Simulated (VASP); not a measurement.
Wanted: the native input for a VASP 6.6.1 run.

```yaml
Task: single point
Functional: PBE
Potentials_or_basis: VASP PAW PBE potentials, release 64 (Ta_pv, V_sv)
Cutoff: 520 eV
k_mesh: 12 × 12 × 8
Occupations: fermi-dirac, width 0.08 eV
Spin: no spin polarisation
Dipole_correction: no
k_mesh_for_the_DOS: 18 × 18 × 12
Occupations_for_the_DOS: tetrahedron
Further_INCAR_settings: ALGO = Normal; EDIFF = 1e-07; NBANDS = 19
```

Crystal: TaV.

```
Ta V
1.0
     1.60670   -2.30777    0.00000
     1.60670    2.30777    0.00000
     0.00000    0.00000    4.34136
Ta V
1 1
Direct
  0.00000 0.00000 0.00000
  0.50000 0.50000 0.50000
```

The input as run:

POSCAR

```
TaV
1.0
    1.6067000000     -2.3077750000      0.0000000000
    1.6067000000      2.3077750000      0.0000000000
    0.0000000000      0.0000000000      4.3413610000
Ta V
1 1
Direct
    0.0000000000      0.0000000000      0.0000000000
    0.5000000000      0.5000000000      0.5000000000
```

INCAR.step1

```
SYSTEM = TaV
PREC     = Accurate       ! precision mode
ENCUT    = 520            ! plane-wave cutoff, eV
EDIFF    = 1E-7           ! SCF threshold, eV
ISMEAR   = -1             ! smearing method
SIGMA    = 0.08           ! smearing width, eV
LREAL    = .False.        ! projectors in reciprocal space
LASPH    = .True.         ! aspherical terms in the spheres
NELM     = 80             ! most SCF steps
ALGO     = Normal         ! electronic algorithm
ISIF     = 2              ! what is computed and relaxed
LWAVE    = .False.        ! write WAVECAR
LCHARG   = .True.         ! write CHGCAR
LMAXMIX  = 4              ! l up to which the mixer works
GGA      = PE             ! functional
NBANDS   = 19             ! bands
```

KPOINTS.step1

```
regular mesh
0
Gamma
  12 12 8
  0 0 0
```

INCAR.step2

```
SYSTEM = TaV
PREC     = Accurate       ! precision mode
ENCUT    = 520            ! plane-wave cutoff, eV
EDIFF    = 1E-7           ! SCF threshold, eV
ISMEAR   = -5             ! smearing method
SIGMA    = 0.08           ! smearing width, eV
LREAL    = .False.        ! projectors in reciprocal space
LASPH    = .True.         ! aspherical terms in the spheres
NELM     = 80             ! most SCF steps
ALGO     = Normal         ! electronic algorithm
ISIF     = 2              ! what is computed and relaxed
LWAVE    = .False.        ! write WAVECAR
LCHARG   = .False.        ! write CHGCAR
LMAXMIX  = 4              ! l up to which the mixer works
GGA      = PE             ! functional
LORBIT   = 10             ! projections on sites
NBANDS   = 19             ! bands
NEDOS    = 1001           ! points of the DOS
ICHARG   = 11             ! starting density
```

KPOINTS.step2

```
regular mesh
0
Gamma
  18 18 12
  0 0 0
```

Potentials or basis: VASP PAW PBE potentials, release 64 (Ta_pv, V_sv).

Command:

```console
$ cat potpaw_PBE.64/Ta_pv/POTCAR potpaw_PBE.64/V_sv/POTCAR > POTCAR
$ cp INCAR.step1 INCAR
$ cp KPOINTS.step1 KPOINTS
$ mpirun -np 1 vasp_std > vasp.out
$ cp INCAR.step2 INCAR
$ cp KPOINTS.step2 KPOINTS
$ mpirun -np 1 vasp_std > vasp.out
```

Results of the run:

* Valence electrons inside the program's atomic spheres: Ta 9.00; V 11.53

Run time: 3.2 min on 1 thread of Intel(R) Xeon(R) Platinum 8488C (Sapphire Rapids), with other jobs on the host, peak memory 0.48 GiB.
